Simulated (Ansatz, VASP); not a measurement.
**One calculation of Al, two programs**

File INCAR:

```
SYSTEM = Al
ALGO     = Fast           ! electronic algorithm
EDIFF    = 1E-6           ! SCF threshold, eV
ENCUT    = 520            ! plane-wave cutoff, eV
GGA      = PE             ! functional
ISIF     = 2              ! what is computed and relaxed
ISMEAR   = 0              ! smearing method
IVDW     = 12             ! dispersion correction
LASPH    = .True.         ! aspherical terms in the spheres
LCHARG   = .False.        ! write CHGCAR
LREAL    = .False.        ! projectors in reciprocal space
LWAVE    = .False.        ! write WAVECAR
NBANDS   = 14             ! bands
NELM     = 100            ! most SCF steps
PREC     = Accurate       ! precision mode
SIGMA    = 0.15           ! smearing width, eV
```

File KPOINTS:

```
k-points
0
Gamma
  18 18 6
  0 0 0
```

The input POSCAR:

```
Al
1.0
    2.8287103448      0.0000000000      0.0000000000
   -1.4143551724      2.4497350185      0.0000000000
    0.0000000000      0.0000000000      9.5901766820
Al
4
Direct
    0.0000000000      0.0000000000      0.0000000000
    0.3333333333      0.6666666667      0.2500000000
    0.0000000000      0.0000000000      0.5000000000
    0.6666666667      0.3333333333      0.7500000000
```

Input for Ansatz:

```yaml
crystal:
  lattice:
    - [2.8287103448, 0.0, 0.0]
    - [-1.4143551724, 2.4497350185, 0.0]
    - [0.0, 0.0, 9.590176682]
  atoms:
    - { symbol: Al, position: [0.0, 0.0, 0.0] }
    - { symbol: Al, position: [0.3333333333, 0.6666666667, 0.25] }
    - { symbol: Al, position: [0.0, 0.0, 0.5] }
    - { symbol: Al, position: [0.6666666667, 0.3333333333, 0.75] }
basis:
  ecutwfc: 420
kpoints:
  mp_grid: { grid: [18, 18, 6] }
hamiltonian:
  xc: pbe
  dispersion: d3bj
scf:
  occupations: { method: gaussian, width: 0.15 }
output:
  forces: true
  stress: true
  eigenvalues: true
```

Alike in both runs: task single point; functional PBE; dispersion D3(BJ); k mesh 18 × 18 × 6; occupations gaussian, width 0.15 eV; no spin polarisation.

```csv
,VASP,Ansatz
version,VASP 6.6.1,Ansatz 0.2.0
potentials or method,"VASP PAW PBE potentials, release 64 (Al), cutoff 520 eV","scalar-relativistic, plane waves, PAW"
valence electrons in the cell,12,12
```

VASP gave:

```
gap on the k mesh at the Fermi level (eV)                     : none
pressure (GPa)                                                : -3.5
traceless stress, the component that is largest in VASP (GPa) : -1.66
```

Task: Which values does Ansatz return?

Result: gap on the k mesh at the Fermi level (eV): none; pressure (GPa): -3.5; traceless stress, the component that is largest in VASP (GPa): -1.67.

A gap of «none» marks a metal or a gap that the smearing closes.
